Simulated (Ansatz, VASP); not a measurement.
**Two plane-wave programs on HfO2**

Contents of INCAR:

```
ALGO = Normal
EDIFF = 1E-8
ENCUT = 520
GGA = PE
ISIF = 2
ISMEAR = -1
LASPH = T
LCHARG = F
LEFG = T
LREAL = F
LWAVE = F
NBANDS = 56
NELM = 100
PREC = Accurate
SIGMA = 0.02
```

Contents of KPOINTS:

```
k-points
0
Gamma
  4 4 4
```

The input POSCAR:

```
HfO2
1.0
    5.0941750112      0.0000000000      0.0000000000
    0.0000000000      5.1506447000      0.0000000000
   -0.8761689838      0.0000000000      5.2029534954
Hf O
4 8
Direct
    0.2761357800      0.4580646800      0.7079073300
    0.7238642200      0.9580646800      0.7920926700
    0.7238642200      0.5419353200      0.2920926700
    0.2761357800      0.0419353200      0.2079073300
    0.4479978200      0.7425259500      0.9785779900
    0.5520021800      0.2425259500      0.5214220100
    0.5520021800      0.2574740500      0.0214220100
    0.4479978200      0.7574740500      0.4785779900
    0.0683607800      0.3307588800      0.3462527800
    0.9316392200      0.8307588800      0.1537472200
    0.9316392200      0.6692411200      0.6537472200
    0.0683607800      0.1692411200      0.8462527800
```

Input for Ansatz:

```yaml
crystal:
  lattice:
    - [5.0941750112, 0.0, 0.0]
    - [0.0, 5.1506447, 0.0]
    - [-0.8761689838, 0.0, 5.2029534954]
  atoms:
    - { symbol: Hf, position: [0.27613578, 0.45806468, 0.70790733] }
    - { symbol: Hf, position: [0.72386422, 0.95806468, 0.79209267] }
    - { symbol: Hf, position: [0.72386422, 0.54193532, 0.29209267] }
    - { symbol: Hf, position: [0.27613578, 0.04193532, 0.20790733] }
    - { symbol: O, position: [0.44799782, 0.74252595, 0.97857799] }
    - { symbol: O, position: [0.55200218, 0.24252595, 0.52142201] }
    - { symbol: O, position: [0.55200218, 0.25747405, 0.02142201] }
    - { symbol: O, position: [0.44799782, 0.75747405, 0.47857799] }
    - { symbol: O, position: [0.06836078, 0.33075888, 0.34625278] }
    - { symbol: O, position: [0.93163922, 0.83075888, 0.15374722] }
    - { symbol: O, position: [0.93163922, 0.66924112, 0.65374722] }
    - { symbol: O, position: [0.06836078, 0.16924112, 0.84625278] }
kpoints:
  mp_grid: { grid: [4, 4, 4] }
scf:
  occupations: { method: fermi_dirac, width: 0.02 }
hamiltonian:
  xc: pbe
  pseudopotentials: { kind: paw, frozen_core: stored }
output:
  forces: true
  stress: true
  populations: true
  efg: { quadrupole_moments_barn: { Hf: 3.365, O: -0.02558 } }
```

Alike in both runs: task electric field gradients; functional PBE; k mesh 4 × 4 × 4; occupations fermi-dirac, width 0.02 eV; no spin polarisation.

```csv
,VASP,Ansatz
version,VASP 6.6.1,Ansatz 0.2.0
potentials or method,"VASP PAW PBE potentials, release 64 (Hf_pv, O)","plane-wave PAW, scalar-relativistic"
plane-wave cutoff (eV),520,420
valence electrons in the cell,88,152
```

Ansatz gave:

```
gap on the k mesh at the Fermi level (eV)                     : 4.13
pressure (GPa)                                                : 9.4
traceless stress, the component that is largest in VASP (GPa) : -0.24
rms of the force components (eV/Å)                            : 0.081
size of Vzz on the site where it differs most (V/Å²)          : 115.3
```

**Question.** Which values does VASP return?

**Answer.** gap on the k mesh at the Fermi level (eV): 4.09; pressure (GPa): 6.1; traceless stress, the component that is largest in VASP (GPa): -0.26; rms of the force components (eV/Å): 0.048; size of Vzz on the site where it differs most (V/Å²): 101.2.

Atom by atom the forces differ by 0.035 eV/Å (rms over components). VASP's potentials hold 88 valence electrons a cell and Ansatz's 152, so a difference there can come from the potentials and not from the codes.

Spin-orbit coupling is off throughout.
